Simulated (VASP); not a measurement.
# Pd (P6/mmm) in VASP: notebook

Pd is run at these levels: PBEsol; tasks: relaxation of cell and atoms, single point.

Everything below comes from runs of VASP 6.6.1. Logs are shortened: lines on timing, memory, paths and dates and some standing lists are left out, and cuts for length are marked.

## Step 1: The cell of the first run

The structure is hexagonal, space group P6/mmm (No. 191). Conventional cell: a = 2.663 Å, b = 2.663 Å, c = 2.488 Å, α = 90.00°, β = 90.00°, γ = 120.00°. Pd (site symmetry 6/mmm) has 8 Pd at 2.49 to 2.66 Å within 3.3 Å.

This isn't the form of Pd at room conditions, which is fcc.

## Step 2: Relaxation of cell and atoms, PBEsol

Contents of INCAR:

```
SYSTEM = Pd
PREC     = Accurate       ! precision mode
ENCUT    = 600            ! plane-wave cutoff, eV
EDIFF    = 1E-6           ! SCF threshold, eV
ISMEAR   = 0              ! smearing method
SIGMA    = 0.1            ! smearing width, eV
LREAL    = .False.        ! projectors in reciprocal space
LASPH    = .True.         ! aspherical terms in the spheres
NELM     = 80             ! most SCF steps
ALGO     = Fast           ! electronic algorithm
ISIF     = 3              ! what is computed and relaxed
LWAVE    = .False.        ! write WAVECAR
LCHARG   = .False.        ! write CHGCAR
GGA      = PS             ! functional
IBRION   = 2              ! ionic algorithm
NSW      = 90             ! ionic steps
EDIFFG   = -0.04          ! ionic threshold
```

Contents of KPOINTS:

```
regular mesh
0
Gamma
  9 9 8
  0 0 0
```

Contents of POSCAR:

```
Pd
1.0
    2.6625735786      0.0000000000      0.0000000000
   -1.3312867893      2.3058563585      0.0000000000
    0.0000000000      0.0000000000      2.4878421875
Pd
1
Direct
    0.0000000000      0.0000000000      0.0000000000
```

Potentials or basis: VASP PAW PBE potentials, release 64 (Pd).

On the command line:

```
> cat potpaw_PBE.64/Pd/POTCAR > POTCAR
> mpirun -np 1 vasp_std > vasp.out
```

OUTCAR:

```text
SYSTEM = Pd
   PREC = Accurate
   ENCUT = 600
   EDIFF = 1E-6
   ISMEAR = 0
   LREAL = .False.
   LASPH = .True.
   NELM = 80
   ISIF = 3
   GGA = PS
   IBRION = 2
   NSW = 90
   EDIFFG = -0.04

 ion  position               nearest neighbor table
   1  0.000  0.000  0.000-

  LATTYP: Found a hexagonal cell.
 ALAT       =     2.6625735786
 C/A-ratio  =     0.9343750000

  Lattice vectors:

 A1 = (   2.6625735786,   0.0000000000,   0.0000000000)
 A2 = (  -1.3312867893,   2.3058563585,   0.0000000000)
 A3 = (   0.0000000000,   0.0000000000,   2.4878421875)

Analysis of symmetry for initial positions (statically):
=====================================================================
 Subroutine PRICEL returns:
 Original cell was already a primitive cell.

 Routine SETGRP: Setting up the symmetry group for a
 hexagonal supercell.

 Subroutine GETGRP returns: Found 24 space group operations
 (whereof 24 operations were pure point group operations)
 out of a pool of 24 trial point group operations.

The static configuration has the point symmetry D_6h.

Analysis of symmetry for dynamics (positions and initial velocities):
=====================================================================
 Subroutine PRICEL returns:
 Original cell was already a primitive cell.

 Routine SETGRP: Setting up the symmetry group for a
 hexagonal supercell.

 Subroutine GETGRP returns: Found 24 space group operations
 (whereof 24 operations were pure point group operations)
 out of a pool of 24 trial point group operations.

The dynamic configuration has the point symmetry D_6h.

 Subroutine INISYM returns: Found 24 space group operations
 (whereof 24 operations are pure point group operations),
 and found     1 'primitive' translations

----------------------------------------------------------------------------------------

                                     Primitive cell

  volume of cell :      15.2741

  direct lattice vectors                    reciprocal lattice vectors
     2.662573579  0.000000000  0.000000000     0.375576475  0.216839179  0.000000000
    -1.331286789  2.305856358  0.000000000     0.000000000  0.433678358  0.000000000
     0.000000000  0.000000000  2.487842188     0.000000000  0.000000000  0.401954756

  length of vectors
     2.662573579  2.662573579  2.487842188     0.433678358  0.433678358  0.401954756
[... 95 lines left out ...]
   EFERMI_NEDOS =   21; number of points for ismear=-14 and -15
   IALGO  =     68    algorithm
   IMIX   =      4    mixing-type and parameters
     AMIX     =   0.40;   BMIX     =  1.00
     AMIX_MAG =   1.60;   BMIX_MAG =  1.00
  volume/ion in A,a.u.               =      15.27       103.07
  Fermi-wavevector in a.u.,A,eV,Ry     =   1.421530  2.686302 27.493927  2.020747
  Thomas-Fermi vector in A             =   2.542330
   LORBIT       =      0    0 simple, 1 ext, 2 COOP (PROOUT), +10 PAW based schemes
   GGA     = PS    functional components
   LHFCALC =     F    Hartree Fock is set to
   AEXX    =    0.0000 exact exchange contribution
   IVDW    =     0    specifies the selected vdW correction
   LEPSILON=     F    determine dielectric tensor
   LRPA    =     F    only Hartree local field effects (RPA)
 conjugate gradient relaxation of ions
 non-spin polarized calculation
 RMM-DIIS sequential band-by-band and
 Gauss-broadening in eV      SIGMA  =   0.10
  energy-cutoff  :      600.00
  volume of cell :       15.27
 maximum number of plane-waves:       525
 NGX is ok and might be reduce to    24
   NGX = 11   NGY = 11   NGZ =  9

--------------------------------------- Ionic step        1  -------------------------------------------

 number of electron      10.0000002 magnetization

 Free energy of the ion-electron system (eV)
  ---------------------------------------------------
  ext. energy  EPLUGINS =         0.00000000
  ---------------------------------------------------
  free energy    TOTEN  =        -5.61984329 eV

  energy without entropy =       -5.61362655  energy(sigma->0) =       -5.61673492

------------------------ aborting loop because EDIFF is reached ----------------------------------------

  FORCE on cell =-STRESS in cart. coord.  units (eV):
  Direction    XX          YY          ZZ          XY          YZ          ZX
  --------------------------------------------------------------------------------------
  -------------------------------------------------------------------------------------
  Total       -0.2005606     -0.2005606      1.9759638      0.0000000      0.0000000      0.0000000
  in kB      -21.0377571    -21.0377571    207.2682965      0.0000000      0.0000000      0.0000000
  external PRESSURE =      55.0642607 kB  Pullay stress =       0.0000000 kB
[... 199 lines left out ...]
--------------------------------------- Ionic step        7  -------------------------------------------

 number of electron      10.0000003 magnetization

 Free energy of the ion-electron system (eV)
  ---------------------------------------------------
  ext. energy  EPLUGINS =         0.00000000
  ---------------------------------------------------
  free energy    TOTEN  =        -5.66034331 eV

  energy without entropy =       -5.65494135  energy(sigma->0) =       -5.65764233

 E-fermi :   8.7249     XC(G=0): -12.9219

 val. band max:        8.6582184922   @ k =   0.1111   0.1111   0.0000
 cond. band min:       8.7483473643   @ k =   0.4444   0.1111   0.3750
 fundamental gap:      0.0901288721
 Fermi energy:         8.7249363134

 k-point     1 :       0.0000    0.0000    0.0000
  band No.  band energies     occupation
      1       1.9022      2.00000
      2       3.7537      2.00000
      3       5.9341      2.00000
      4       5.9341      2.00000
      5       8.8162      0.19663
      6       8.8162      0.19663
      7      24.5839      0.00000
      8      26.2927      0.00000
      9      31.8339      0.00000
[... 265 lines left out ...]
 k-point    24 :       0.3333    0.3333    0.1250
  band No.  band energies     occupation
      1       5.4686      2.00000
      2       5.4936      2.00000
      3       5.4936      2.00000
      4       7.1345      2.00000
      5       7.1345      2.00000
      6      16.1442      0.00000
      7      16.1442      0.00000
      8      16.2662      0.00000
      9      30.2383      0.00000

 [... further k-points ...]

------------------------ aborting loop because EDIFF is reached ----------------------------------------

  FORCE on cell =-STRESS in cart. coord.  units (eV):
  Direction    XX          YY          ZZ          XY          YZ          ZX
  --------------------------------------------------------------------------------------
  -------------------------------------------------------------------------------------
  Total       -0.0007674     -0.0007674      0.0166673      0.0000000     -0.0000000      0.0000000
  in kB       -0.0782972     -0.0782972      1.7005138      0.0000000     -0.0000000      0.0000000
  external PRESSURE =       0.5146398 kB  Pullay stress =       0.0000000 kB
[... 16 lines left out ...]
  FREE ENERGIE OF THE ION-ELECTRON SYSTEM (eV)
  ---------------------------------------------------
  free  energy   TOTEN  =        -5.6603433135 eV

  energy  without entropy=       -5.6549413499  energy(sigma->0) =       -5.65764233

 reached required accuracy - stopping structural energy minimisation
```

CONTCAR:

```text
Pd
   1.00000000000000
     2.6444811431685071   -0.0000000000000000    0.0000000000000000
    -1.3222405715842536    2.2901878498002581    0.0000000000000000
     0.0000000000000000    0.0000000000000000    2.5928930164206379
  Pd
     1
Direct
     0.0000000000000000    0.0000000000000000    1.0000000000000000

  0.00000000E+00  0.00000000E+00  0.00000000E+00
```

Run time: 23 s. Hardware: 1 thread of AMD EPYC 9R45 (Zen 5), shared host; peak memory 0.12 GiB.

Results:

```yaml
Free_energy: -5.6603 eV
Relaxed_volume: 15.70 Å³/atom
Relaxed_cell: a = 2.644 Å, b = 2.644 Å, c = 2.593 Å, α = 90.00°, β = 90.00°, γ = 120.00°
Space_group_after_relaxing_to_0.1_Å: P6/mmm (No. 191)
Energy_gained_by_relaxing: 40.5 meV/atom
Ionic_steps: 7
Pressure_after_relaxing: 0.1 GPa
Band_gap_on_the_k_mesh: zero (bands 5 and 6 overlap by 2.10 eV)
```

Stress tensor (GPa, compression positive):
```
-0.01  0.00  0.00
 0.00 -0.01  0.00
 0.00  0.00  0.17
```

The path:
```tsv
step	energy change (eV)	largest force (eV/Å)	pressure (GPa)	volume (Å³)
1	0.0000	0.0000	5.51	15.27
2	0.0010	0.0000	-4.88	16.41
3	-0.0402	0.0000	-0.99	15.81
4	-0.0402	0.0000	-0.98	15.80
5	-0.0402	0.0000	-0.89	15.79
6	-0.0400	0.0000	1.28	15.61
7	-0.0405	0.0000	0.05	15.70
```

Final structure:
```cif
data_structure
_symmetry_space_group_name_H-M 'P 1'
_symmetry_Int_Tables_number 1
_cell_length_a 2.6445
_cell_length_b 2.6445
_cell_length_c 2.5929
_cell_angle_alpha 90.000
_cell_angle_beta 90.000
_cell_angle_gamma 120.000
_cell_volume 15.70
loop_
_atom_site_label
_atom_site_type_symbol
_atom_site_fract_x
_atom_site_fract_y
_atom_site_fract_z
_atom_site_occupancy
Pd1 Pd 0.00000 0.00000 0.00000 1
```

Caveat: the PAW data sets were made with another functional, which shifts forces and pressure a little.

## Step 3: Single point, PBEsol

This run uses another cell than the first one, of 15.74 Å³/atom.

Contents of INCAR:

```
SYSTEM = Pd
ALGO = Fast
EDIFF = 1E-6
ENCUT = 520
GGA = PS
ISIF = 2
ISMEAR = 0
LASPH = .True.
LCHARG = .False.
LREAL = .False.
LWAVE = .False.
NBANDS = 11
NELM = 60
PREC = Accurate
SIGMA = 0.1
```

Contents of KPOINTS:

```
k-points
0
Gamma
  24 24 22
  0 0 0
```

Contents of POSCAR:

```
Pd
1.0
    2.6451774498      0.0000000000      0.0000000000
   -1.3225887249      2.2907908690      0.0000000000
    0.0000000000      0.0000000000      2.5979138904
Pd
1
Direct
    0.0000000000      0.0000000000      0.0000000000
```

Potentials or basis: VASP PAW PBE potentials, release 64 (Pd).

On the command line:

```
> cat potpaw_PBE.64/Pd/POTCAR > POTCAR
> mpirun -np 1 vasp_std > vasp.out
```

OUTCAR:

```text
SYSTEM = Pd
   EDIFF = 1E-6
   ENCUT = 520
   GGA = PS
   ISIF = 2
   ISMEAR = 0
   LASPH = .True.
   LREAL = .False.
   NELM = 60
   PREC = Accurate

 ion  position               nearest neighbor table
   1  0.000  0.000  0.000-

  LATTYP: Found a hexagonal cell.
 ALAT       =     2.6451774498
 C/A-ratio  =     0.9821321782

  Lattice vectors:

 A1 = (   2.6451774498,   0.0000000000,   0.0000000000)
 A2 = (  -1.3225887249,   2.2907908690,   0.0000000000)
 A3 = (   0.0000000000,   0.0000000000,   2.5979138904)

Analysis of symmetry for initial positions (statically):
=====================================================================
 Subroutine PRICEL returns:
 Original cell was already a primitive cell.

 Routine SETGRP: Setting up the symmetry group for a
 hexagonal supercell.

 Subroutine GETGRP returns: Found 24 space group operations
 (whereof 24 operations were pure point group operations)
 out of a pool of 24 trial point group operations.

The static configuration has the point symmetry D_6h.
[... 165 lines left out ...]
 fundamental gap:      0.0022357780
 Fermi energy:         8.6893560761

 k-point     1 :       0.0000    0.0000    0.0000
  band No.  band energies     occupation
      1       1.8764      2.00000
      2       3.7606      2.00000
      3       5.8756      2.00000
      4       5.8756      2.00000
      5       8.7791      0.20455
      6       8.7791      0.20455
      7      24.4737      0.00000
      8      26.2460      0.00000
      9      31.8222      0.00000
     10      31.8222      0.00000
     11      31.9659      0.00000
[... 309 lines left out ...]
 k-point    24 :       0.4583    0.0417    0.0000
  band No.  band energies     occupation
      1       3.3760      2.00000
      2       4.7965      2.00000
      3       6.8740      2.00000
      4       8.3518      2.00000
      5       8.6713      1.20107
      6      10.0937      0.00000
      7      15.6920      0.00000
      8      23.5175      0.00000
      9      28.3869      0.00000
     10      31.5994      0.00000
     11      31.9000      0.00000

 [... further k-points ...]

------------------------ aborting loop because EDIFF is reached ----------------------------------------

  FORCE on cell =-STRESS in cart. coord.  units (eV):
  Direction    XX          YY          ZZ          XY          YZ          ZX
  --------------------------------------------------------------------------------------
  -------------------------------------------------------------------------------------
  Total       -0.0330223     -0.0330223     -0.0432811      0.0000000     -0.0000000     -0.0000000
  in kB       -3.3608839     -3.3608839     -4.4049802      0.0000000     -0.0000000     -0.0000000
  external PRESSURE =      -3.7089160 kB  Pullay stress =       0.0000000 kB

 VOLUME and BASIS-vectors are now :
 -----------------------------------------------------------------------------
  energy-cutoff  :      520.00
  volume of cell :       15.74
      direct lattice vectors                 reciprocal lattice vectors
     2.645177450  0.000000000  0.000000000     0.378046471  0.218265232  0.000000000
    -1.322588725  2.290790869  0.000000000     0.000000000  0.436530464  0.000000000
     0.000000000  0.000000000  2.597913890     0.000000000  0.000000000  0.384924229

 POSITION                                       TOTAL-FORCE (eV/Angst)
 -----------------------------------------------------------------------------------
      0.00000      0.00000      0.00000        -0.000000      0.000000      0.000000
 -----------------------------------------------------------------------------------
    total drift:                               -0.000000      0.000000     -0.000000

  FREE ENERGIE OF THE ION-ELECTRON SYSTEM (eV)
  ---------------------------------------------------
  free  energy   TOTEN  =        -5.6673511097 eV

  energy  without entropy=       -5.6609093927  energy(sigma->0) =       -5.66413025
```

OSZICAR:

```text
N       E                     dE             d eps       ncg     rms          rms(c)
DAV:   1     0.419322915280E+02    0.41932E+02   -0.51330E+03 16179   0.845E+02
DAV:   2    -0.541176346346E+01   -0.47344E+02   -0.45776E+02 18190   0.180E+02
DAV:   3    -0.600400873853E+01   -0.59225E+00   -0.59046E+00 19177   0.215E+01
DAV:   4    -0.600720702839E+01   -0.31983E-02   -0.31979E-02 18618   0.165E+00
DAV:   5    -0.600724787007E+01   -0.40842E-04   -0.40842E-04 20705   0.165E-01    0.749E+00
RMM:   6    -0.568074892256E+01    0.32650E+00   -0.45821E-01 16501   0.621E+00    0.339E+00
RMM:   7    -0.567133802342E+01    0.94109E-02   -0.73802E-03 18823   0.992E-01    0.186E+00
RMM:   8    -0.566732954574E+01    0.40085E-02   -0.10745E-03 19713   0.323E-01    0.425E-02
RMM:   9    -0.566734500517E+01   -0.15459E-04   -0.17008E-04 21163   0.920E-02    0.242E-02
RMM:  10    -0.566734945602E+01   -0.44509E-05   -0.34682E-05 20653   0.430E-02    0.151E-02
RMM:  11    -0.566735123315E+01   -0.17771E-05   -0.16132E-05 21402   0.249E-02    0.699E-03
RMM:  12    -0.566735110971E+01    0.12344E-06   -0.26401E-06 16269   0.128E-02
   1 F= -.56673511E+01 E0= -.56641303E+01  d E =-.644172E-02
```

It took 48 s on 1 thread of AMD EPYC 9R45 (Zen 5), shared host; peak memory 0.2 GiB.

Results:

```
Free energy            : -5.6674 eV
Pressure               : -0.4 GPa
Band gap on the k mesh : zero (bands 5 and 6 overlap by 2.11 eV)
```

Caveat: the PAW data sets were made with another functional, which shifts forces and pressure a little.

(Continued in part 2 of 2.)

The gap in the log of VASP goes by the Fermi energy; the results here count the filled bands.